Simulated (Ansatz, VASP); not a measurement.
**Two plane-wave programs on GaN**

```
Ga N
1.0
     0.00000    2.31961    1.80929
     2.31961    0.00000    1.80929
     2.31961    2.31961    0.00000
Ga N
1 1
Direct
  0.00000 0.00000 0.00000
  0.50000 0.50000 0.50000
```

Alike in both runs: task single point; functional PBEsol; k mesh 16 × 16 × 16; occupations gaussian, width 0.03 eV; no spin polarisation.

|  | VASP | Ansatz |
| --- | --- | --- |
| version | VASP 6.6.1 | Ansatz 0.2.0 |
| potentials or method | VASP PAW PBE potentials, release 64 (Ga_d, N), cutoff 520 eV | scalar-relativistic, plane waves, PAW |
| valence electrons in the cell | 18 | 18 |

```tsv
	VASP	Ansatz	Ansatz less VASP
gap on the k mesh at the Fermi level (eV)	0.31	0.32	+0.013
least direct gap on the mesh (eV)	2.37	2.36	-0.014
pressure (GPa)	15.6	15.7	+0.08
traceless stress, the component that is largest in VASP (GPa)	38.08	39.22	+1.147
```

VASP's potentials were made for PBE, not for PBEsol. The functional is the same, so the differences come from potentials, cutoffs and numerics.
